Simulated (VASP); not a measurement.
Set up this calculation in VASP 6.6.1, as the native input.

| Property | Result |
| --- | --- |
| Task | single point |
| Functional | PBE |
| Potentials or basis | VASP PAW PBE potentials, release 64 (Rb_sv) |
| Cutoff | 520 eV |
| k mesh | 10 × 10 × 10 |
| Occupations | gaussian, width 0.1 eV |
| Spin | no spin polarisation |
| Dipole correction | no |
| Further INCAR settings | ALGO = Normal; EDIFF = 1e-06; NBANDS = 10 |

The structure of Rb lies in POSCAR:

```
Rb
1.0
   -2.8745346659      2.8745346659      2.8745346659
    2.8745346659     -2.8745346659      2.8745346659
    2.8745346659      2.8745346659     -2.8745346659
Rb
1
Direct
    0.0000000000      0.0000000000      0.0000000000
```

The input as run:

INCAR

```
SYSTEM = Rb
  PREC = Accurate
  ENCUT = 520
  EDIFF = 1E-6
  ISMEAR = 0
  SIGMA = 0.1
  LREAL = .False.
  LASPH = .True.
  NELM = 60
  ALGO = Normal
  ISIF = 2
  LWAVE = .False.
  LCHARG = .False.
  GGA = PE
  NBANDS = 10
```

KPOINTS

```
Automatic mesh
0
Gamma
  10 10 10
  0 0 0
```

Potentials or basis: VASP PAW PBE potentials, release 64 (Rb_sv).

The run is started by

```console
$ cat potpaw_PBE.64/Rb_sv/POTCAR > POTCAR
$ mpirun -np 1 vasp_std > vasp.out
```

It gave:

```yaml
Pressure: -0.1 GPa
Band_gap_on_the_k_mesh: zero (an odd number of electrons rules out a gap without spin polarisation)
```

Wall time 67 s on 1 thread of Intel(R) Xeon(R) Platinum 8259CL CPU @ 2.50GHz (Skylake/Cascade Lake), on a shared host, peak memory 0.24 GiB.
